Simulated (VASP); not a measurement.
# Au (Fm-3m) in VASP: a series of runs, part 3 of 3

VASP 6.6.1. The steps go on from the part before.

### Step 4. Single point, PBE

This run uses another cell than the first one, of 17.02 Å³/atom, 1.063 times its volume.

The input, INCAR:

```
SYSTEM = Au
PREC = Accurate
ENCUT = 500
EDIFF = 1E-6
ISMEAR = -1
SIGMA = 0.05
LREAL = .False.
LASPH = .True.
NELM = 120
ALGO = Normal
ISIF = 2
LWAVE = .False.
LCHARG = .False.
GGA = PE
NBANDS = 12
GGA_COMPAT = .False.
```

The input, KPOINTS:

```
Automatic mesh
0
Gamma
  10 10 10
  0 0 0
```

The input, POSCAR:

```
Au
1.0
    0.0000000000      2.0417608470      2.0417608470
    2.0417608470      0.0000000000      2.0417608470
    2.0417608470      2.0417608470      0.0000000000
Au
1
Direct
    0.0000000000      0.0000000000      0.0000000000
```

Potentials or basis: VASP PAW PBE potentials, release 64 (Au).

The run is started by

```console
$ cat potpaw_PBE.64/Au/POTCAR > POTCAR
$ mpirun -np 1 vasp_std > vasp.out
```

OUTCAR:

```text
SYSTEM = Au
   PREC = Accurate
   ENCUT = 500
   EDIFF = 1E-6
   ISMEAR = -1
   LREAL = .False.
   LASPH = .True.
   NELM = 120
   ISIF = 2
   GGA = PE

 ion  position               nearest neighbor table
   1  0.000  0.000  0.000-

  LATTYP: Found a face centered cubic cell.
 ALAT       =     4.0835216940

  Lattice vectors:

 A1 = (   0.0000000000,   2.0417608470,   2.0417608470)
 A2 = (   2.0417608470,   0.0000000000,   2.0417608470)
 A3 = (   2.0417608470,   2.0417608470,   0.0000000000)

Analysis of symmetry for initial positions (statically):
[... 33 lines left out ...]
                                     Primitive cell

  volume of cell :      17.0233

  direct lattice vectors                    reciprocal lattice vectors
     0.000000000  2.041760847  2.041760847    -0.244886663  0.244886663  0.244886663
     2.041760847  0.000000000  2.041760847     0.244886663 -0.244886663  0.244886663
     2.041760847  2.041760847  0.000000000     0.244886663  0.244886663 -0.244886663

  length of vectors
     2.887485881  2.887485881  2.887485881     0.424156142  0.424156142  0.424156142

  position of ions in fractional coordinates (direct lattice)
     0.000000000  0.000000000  0.000000000

  ion indices of the primitive-cell ions
   primitive index   ion index
                 1           1

----------------------------------------------------------------------------------------

 KPOINTS: Automatic mesh

Automatic generation of k-mesh.
 Grid dimensions read from file:
 generate k-points for:   10   10   10

 Generating k-lattice:

  Cartesian coordinates                     Fractional coordinates (reciprocal lattice)
    -0.024488666  0.024488666  0.024488666     0.100000000  0.000000000  0.000000000
     0.024488666 -0.024488666  0.024488666     0.000000000  0.100000000  0.000000000
     0.024488666  0.024488666 -0.024488666     0.000000000  0.000000000  0.100000000

  Length of vectors
     0.042415614  0.042415614  0.042415614

  Shift w.r.t. Gamma in fractional coordinates (k-lattice)
     0.000000000  0.000000000  0.000000000

 Subroutine IBZKPT returns following result:
 ===========================================

 Found     47 irreducible k-points:

 Following reciprocal coordinates:
            Coordinates               Weight
  0.000000  0.000000  0.000000      1.000000
  0.100000  0.000000  0.000000      8.000000
  0.200000  0.000000  0.000000      8.000000
  0.300000  0.000000  0.000000      8.000000
  0.400000  0.000000  0.000000      8.000000
  0.500000  0.000000  0.000000      4.000000
[... 16 lines left out ...]
  0.300000  0.300000  0.000000      6.000000
  0.400000  0.300000  0.000000     24.000000
 [... further k-points ...]
   k-points           NKPTS =     47   k-points in BZ     NKDIM =     47   number of bands    NBANDS=     12
   number of dos      NEDOS =    301   number of ions     NIONS =      1
   total plane-waves  NPLWV =  13824
   dimension x,y,z NGX =    24 NGY =   24 NGZ =   24
   dimension x,y,z NGXF=    48 NGYF=   48 NGZF=   48
   ions per type =               1
   NGX,Y,Z   is equivalent  to a cutoff of  13.82, 13.82, 13.82 a.u.
   NGXF,Y,Z  is equivalent  to a cutoff of  27.64, 27.64, 27.64 a.u.
 SYSTEM =  Au
   PREC   = accura    normal or accurate (medium, high low for compatibility)
   ISTART =      0    job   : 0-new  1-cont  2-samecut
   ICHARG =      2    charge: 1-file 2-atom 10-const
   ISPIN  =      1    spin polarized calculation?
   LNONCOLLINEAR =      F non collinear calculations
   LSORBIT =      F    spin-orbit coupling
   LASPH  =      T    aspherical Exc in radial PAW
   ENCUT  =  500.0 eV  36.75 Ry    6.06 a.u.   5.26  5.26  5.26*2*pi/ulx,y,z
   NELM   =    120;   NELMIN=  2; NELMDL= -5     # of ELM steps
   EDIFF  = 0.1E-05   stopping-criterion for ELM
   LREAL  =      F    real-space projection
   EDIFFG = 0.1E-04   stopping-criterion for IOM
   NSW    =      0    number of steps for IOM
   IBRION =     -1    ionic relax: 0-MD 1-quasi-New 2-CG
   NFREE  =      0    steps in history (QN), initial steepest desc. (CG)
   ISIF   =      2    stress and relaxation
   ISYM   =      2    0-nonsym 1-usesym 2-fastsym
   POTIM  = 0.5000    time-step for ionic-motion
   TEBEG  =    0.0;   TEEND  =   0.0 temperature during run
   PSTRESS=    0.0 pullay stress
   NELECT =      11.0000    total number of electrons
   NUPDOWN=      -1.0000    fix difference up-down
   EMIN   =  10.00;   EMAX   =-10.00  energy-range for DOS
   EFERMI =   0.00;   METHOD = LEGACY
   ISMEAR =    -1;   SIGMA  =   0.05  broadening in eV -4-tet -1-fermi 0-gaus
   EFERMI_NEDOS =   21; number of points for ismear=-14 and -15
   IALGO  =     38    algorithm
   IMIX   =      4    mixing-type and parameters
     AMIX     =   0.40;   BMIX     =  1.00
     AMIX_MAG =   1.60;   BMIX_MAG =  1.00
  volume/ion in A,a.u.               =      17.02       114.88
  Fermi-wavevector in a.u.,A,eV,Ry     =   1.415329  2.674585 27.254609  2.003157
  Thomas-Fermi vector in A             =   2.536779
   LORBIT       =      0    0 simple, 1 ext, 2 COOP (PROOUT), +10 PAW based schemes
   GGA     = PE    functional components
   LHFCALC =     F    Hartree Fock is set to
   AEXX    =    0.0000 exact exchange contribution
   IVDW    =     0    specifies the selected vdW correction
   LEPSILON=     F    determine dielectric tensor
   LRPA    =     F    only Hartree local field effects (RPA)
 non-spin polarized calculation
  energy-cutoff  :      500.00
  volume of cell :       17.02
 maximum number of plane-waves:       444
 NGX is ok and might be reduce to    24
   NGX = 11   NGY = 11   NGZ = 11

 number of electron      11.0000000 magnetization

 Free energy of the ion-electron system (eV)
  ---------------------------------------------------
  ext. energy  EPLUGINS =         0.00000000
  ---------------------------------------------------
  free energy    TOTEN  =        -3.17702621 eV

  energy without entropy =       -3.17278522  energy(sigma->0) =       -3.17490571

 E-fermi :   9.4791     XC(G=0): -12.7226

 val. band max:        9.3373654370   @ k =   0.5000   0.2000   0.1000
 cond. band min:       9.5553077353   @ k =   0.5000   0.1000   0.0000
 fundamental gap:      0.2179422983
 Fermi energy:         9.4790975714

 k-point     1 :       0.0000    0.0000    0.0000
  band No.  band energies     occupation
      1      -0.3744      2.00000
      2       4.7986      2.00000
      3       4.7986      2.00000
      4       4.7986      2.00000
      5       6.3172      2.00000
      6       6.3172      2.00000
      7      24.0130      0.00000
      8      28.0206      0.00000
      9      28.0206      0.00000
     10      28.0206      0.00000
     11      32.9259      0.00000
     12      37.5812      0.00000

 k-point     2 :       0.1000    0.0000    0.0000
  band No.  band energies     occupation
      1      -0.0293      2.00000
      2       4.6926      2.00000
      3       4.9113      2.00000
      4       4.9113      2.00000
      5       6.2712      2.00000
      6       6.2712      2.00000
      7      24.3808      0.00000
      8      26.1446      0.00000
      9      28.4274      0.00000
     10      28.4274      0.00000
     11      33.5626      0.00000
     12      35.8996      0.00000

 k-point     3 :       0.2000    0.0000    0.0000
  band No.  band energies     occupation
      1       0.8927      2.00000
      2       4.5588      2.00000
      3       5.0831      2.00000
      4       5.0831      2.00000
      5       6.3136      2.00000
      6       6.3136      2.00000
      7      22.5678      0.00000
      8      25.2041      0.00000
      9      29.3352      0.00000
     10      29.3352      0.00000
     11      31.3416      0.00000
     12      33.2872      0.00000
[... 286 lines left out ...]
 k-point    23 :       0.3000    0.3000    0.0000
  band No.  band energies     occupation
      1       2.5308      2.00000
      2       3.3665      2.00000
      3       5.8791      2.00000
      4       6.5019      2.00000
      5       6.5019      2.00000
      6       7.0507      2.00000
      7      22.8389      0.00000
      8      22.8389      0.00000
      9      23.4416      0.00000
     10      25.9188      0.00000
     11      27.6411      0.00000
     12      36.5510      0.00000

 k-point    24 :       0.4000    0.3000    0.0000
  band No.  band energies     occupation
      1       2.7871      2.00000
      2       3.2316      2.00000
      3       5.9059      2.00000
      4       6.6104      2.00000
      5       7.4464      2.00000
      6       8.0657      2.00000
      7      19.2958      0.00000
      8      21.6298      0.00000
      9      21.8463      0.00000
     10      26.8489      0.00000
     11      29.0423      0.00000
     12      36.6567      0.00000

 [... further k-points ...]
[... 5 lines left out ...]
  --------------------------------------------------------------------------------------
  -------------------------------------------------------------------------------------
  Total        0.9667800      0.9667800      0.9667800      0.0000000      0.0000000     -0.0000000
  in kB       90.9899916     90.9899916     90.9899916      0.0000000      0.0000000     -0.0000000
  external PRESSURE =      90.9899916 kB  Pullay stress =       0.0000000 kB

 VOLUME and BASIS-vectors are now :
 -----------------------------------------------------------------------------
  energy-cutoff  :      500.00
  volume of cell :       17.02
      direct lattice vectors                 reciprocal lattice vectors
     0.000000000  2.041760847  2.041760847    -0.244886663  0.244886663  0.244886663
     2.041760847  0.000000000  2.041760847     0.244886663 -0.244886663  0.244886663
     2.041760847  2.041760847  0.000000000     0.244886663  0.244886663 -0.244886663

 POSITION                                       TOTAL-FORCE (eV/Angst)
 -----------------------------------------------------------------------------------
      0.00000      0.00000      0.00000         0.000000      0.000000      0.000000
 -----------------------------------------------------------------------------------
    total drift:                               -0.000000     -0.000000     -0.000000

  FREE ENERGIE OF THE ION-ELECTRON SYSTEM (eV)
  ---------------------------------------------------
  free  energy   TOTEN  =        -3.1770262053 eV

  energy  without entropy=       -3.1727852157  energy(sigma->0) =       -3.17490571
```

OSZICAR:

```text
N       E                     dE             d eps       ncg     rms          rms(c)
DAV:   1     0.472489678364E+02    0.47249E+02   -0.54541E+03  1216   0.789E+02
DAV:   2    -0.278705733439E+01   -0.50036E+02   -0.47013E+02  1320   0.182E+02
DAV:   3    -0.344057070053E+01   -0.65351E+00   -0.65255E+00  1344   0.199E+01
DAV:   4    -0.344299432363E+01   -0.24236E-02   -0.24235E-02  1344   0.139E+00
DAV:   5    -0.344301288678E+01   -0.18563E-04   -0.18563E-04  1376   0.115E-01    0.948E+00
DAV:   6    -0.319759135215E+01    0.24542E+00   -0.64851E-01  1224   0.654E+00    0.603E+00
DAV:   7    -0.317925238038E+01    0.18339E-01   -0.63092E-02  1308   0.204E+00    0.282E+00
DAV:   8    -0.317703283159E+01    0.22195E-02   -0.17179E-03  1268   0.353E-01    0.249E-01
DAV:   9    -0.317702110498E+01    0.11727E-04   -0.87610E-06  1344   0.265E-02    0.233E-02
DAV:  10    -0.317702624809E+01   -0.51431E-05   -0.24433E-06  1332   0.147E-02    0.176E-03
DAV:  11    -0.317702620532E+01    0.42768E-07   -0.52745E-08   724   0.176E-03
   1 F= -.31770262E+01 E0= -.31749057E+01  d E =-.424099E-02
```

Wall time 17 s (1 thread of Intel Xeon 8259CL, shared host); peak memory 0.14 GiB.

Results:

| Property | Result |
| --- | --- |
| Free energy | -3.1770 eV |
| Pressure | 9.1 GPa |

Caveat: spin-orbit coupling is left out, which moves the levels of the heavy elements.

### Step 5. Overview

| cell | gap on the mesh (eV) | pressure (GPa) |
| --- | --- | --- |
| a = 2.829 Å, angles 60.0°, 1 atom | none | 22.7 |
| a = 2.859 Å, angles 60.0°, 1 atom | none | 15.2 |
| a = 2.887 Å, angles 60.0°, 1 atom | none | 9.1 |

Alike in all rows: task single point; level PBE; potentials or basis VASP PAW PBE potentials, release 64 (Au); no spin polarisation; k mesh 10 × 10 × 10; cutoff (eV) 500; smearing fermi-dirac 0.05 eV.

Caveats: spin-orbit coupling is left out, which moves the levels of the heavy elements.

Absolute energies hang on the potentials; compare differences alone.
